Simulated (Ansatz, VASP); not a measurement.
# Two plane-wave programs on CdS

Contents of POSCAR:

```
CdS
1.0
    4.2381691835      0.0000000000      0.0000000000
   -2.1190845917      3.6703621784      0.0000000000
    0.0000000000      0.0000000000      6.7490000000
Cd S
2 2
Direct
    0.3333333333      0.6666666667      0.0000000000
    0.6666666667      0.3333333333      0.5000000000
    0.3333333333      0.6666666667      0.3850000000
    0.6666666667      0.3333333333      0.8850000000
```

File INCAR.step1:

```
PREC     = Accurate       # precision mode
ENCUT    = 520            # plane-wave cutoff, eV
ISMEAR   = 0              # smearing method
SIGMA    = 0.05           # smearing width, eV
LREAL    = False          # projectors in reciprocal space
LASPH    = True           # aspherical terms in the spheres
NELM     = 80             # most SCF steps
NBANDS   = 26             # bands
GGA      = PE             # functional
ALGO     = Normal         # electronic algorithm
EDIFF    = 1E-4           # SCF threshold, eV
LWAVE    = True           # write WAVECAR
LCHARG   = False          # write CHGCAR
```

File INCAR.step2:

```
PREC     = Accurate       # precision mode
ENCUT    = 520            # plane-wave cutoff, eV
EDIFF    = 1E-6           # SCF threshold, eV
ISMEAR   = 0              # smearing method
SIGMA    = 0.05           # smearing width, eV
LREAL    = False          # projectors in reciprocal space
LASPH    = True           # aspherical terms in the spheres
NELM     = 80             # most SCF steps
ALGO     = Normal         # electronic algorithm
ISIF     = 2              # what is computed and relaxed
LWAVE    = False          # write WAVECAR
LCHARG   = False          # write CHGCAR
METAGGA  = R2SCAN         # meta-GGA
LMIXTAU  = True         
NBANDS   = 26             # bands
ISTART   = 1
```

KPOINTS

```
Automatic mesh
0
Gamma
  12 12 4
```

Input for Ansatz:

```yaml
crystal:
  lattice:
    - [4.2381691835, 0.0, 0.0]
    - [-2.1190845917, 3.6703621784, 0.0]
    - [0.0, 0.0, 6.749]
  atoms:
    - { symbol: Cd, position: [0.3333333333, 0.6666666667, 0.0] }
    - { symbol: Cd, position: [0.6666666667, 0.3333333333, 0.5] }
    - { symbol: S, position: [0.3333333333, 0.6666666667, 0.385] }
    - { symbol: S, position: [0.6666666667, 0.3333333333, 0.885] }
basis:
  ecutwfc: 500
kpoints:
  mp_grid: { grid: [12, 12, 4] }
hamiltonian:
  xc: r2scan
scf:
  occupations: { method: gaussian, width: 0.05 }
output:
  forces: true
  stress: true
  eigenvalues: true
```

Change from the starting cell: strain +0.0250 x Voigt [1, 1, 0, 0, 0, 0], atoms carried along.

Alike in both runs: task single point; functional r2SCAN; k mesh 12 × 12 × 4; occupations gaussian, width 0.05 eV; no spin polarisation.

```csv
,VASP,Ansatz
version,VASP 6.6.1,Ansatz 0.2.0
potentials or method,"VASP PAW PBE potentials, release 64 (Cd, S), cutoff 520 eV","scalar-relativistic, plane waves, PAW"
valence electrons in the cell,36,52
```

Ansatz gave:

```
gap on the k mesh at the Fermi level (eV)                     : 1.55
least direct gap on the mesh (eV)                             : 1.55
pressure (GPa)                                                : -1.9
traceless stress, the component that is largest in VASP (GPa) : 0.21
rms of the force components (eV/Å)                            : 0.052
```

Q: Which values does VASP return?

A: gap on the k mesh at the Fermi level (eV): 1.55; least direct gap on the mesh (eV): 1.55; pressure (GPa): -1.6; traceless stress, the component that is largest in VASP (GPa): 0.20; rms of the force components (eV/Å): 0.053.

VASP's potentials were made for PBE, not for r2SCAN. Atom by atom the forces differ by 0.001 eV/Å (rms over components). With one functional, cell and mesh, what is left measures potentials, basis and numerics. VASP's potentials hold 36 valence electrons a cell and Ansatz's 52, so a difference there can come from the potentials and not from the codes.
